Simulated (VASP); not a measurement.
Input of a VASP 6.6.1 run:

INCAR

```
SYSTEM = YbMg2Bi2
ALGO = Normal
EDIFF = 1E-6
ENCUT = 520
GGA = CA
ISIF = 2
ISMEAR = -1
LASPH = .TRUE.
LCHARG = .TRUE.
LELF = .TRUE.
LREAL = .FALSE.
LVHAR = .TRUE.
LWAVE = .FALSE.
NBANDS = 37
NELM = 100
PREC = Accurate
SIGMA = 0.1
```

Contents of KPOINTS:

```
k-points
0
G
  7 7 4
  0 0 0
```

Contents of POSCAR:

```
YbMg2Bi2
1.0
    4.7648579696      0.0000000000      0.0000000000
   -2.3824289848      4.1264851703      0.0000000000
    0.0000000000      0.0000000000      7.7084871630
Yb Mg Bi
1 2 2
Direct
    0.0000000000      0.0000000000      0.0000000000
    0.6666666667      0.3333333333      0.6308000000
    0.3333333333      0.6666666667      0.3692000000
    0.6666666667      0.3333333333      0.2411900000
    0.3333333333      0.6666666667      0.7588100000
```

Potentials or basis: VASP PAW PBE potentials, release 64 (Yb, Mg, Bi_d).

Launch:

```console
$ cat potpaw_PBE.64/Yb/POTCAR potpaw_PBE.64/Mg/POTCAR potpaw_PBE.64/Bi_d/POTCAR > POTCAR
$ mpirun -np 1 vasp_std > vasp.out
```

(1) Estimate the pressure.

(2) Estimate the largest force.

Answers

(1) -2.9 GPa.

(2) 0.153 eV/Å.

Caveat: the PAW data sets were made with another functional, which shifts forces and pressure a little.
